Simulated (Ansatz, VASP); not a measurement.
**Two plane-wave programs on Al**

```
CELL_PARAMETERS angstrom
3.89268 0.00000 0.01376
0.00000 3.89271 0.00000
-1.93887 0.00000 2.12059
ATOMIC_POSITIONS crystal
Al 0.00000 0.00000 0.00000
Al 0.50000 0.50000 0.00000
```

Change from the starting cell: band edges of the strained film's bulk.

Alike in both runs: task single point; functional PBE; k mesh 9 × 9 × 16; occupations gaussian, width 0.1 eV; no spin polarisation.

|  | VASP | Ansatz |
| --- | --- | --- |
| version | VASP 6.6.1 | Ansatz 0.2.0 |
| potentials or method | VASP PAW PBE potentials, release 64 (Al), cutoff 500 eV | scalar-relativistic, plane waves, PAW |
| valence electrons in the cell | 6 | 6 |

|  | VASP | Ansatz | Ansatz less VASP |
| --- | --- | --- | --- |
| gap on the k mesh at the Fermi level (eV) | none | none | - |
| pressure (GPa) | 2.5 | 2.5 | +0.03 |
| traceless stress, the component that is largest in VASP (GPa) | -2.51 | -2.52 | -0.009 |

A gap of «none» marks a metal or a gap that the smearing closes.
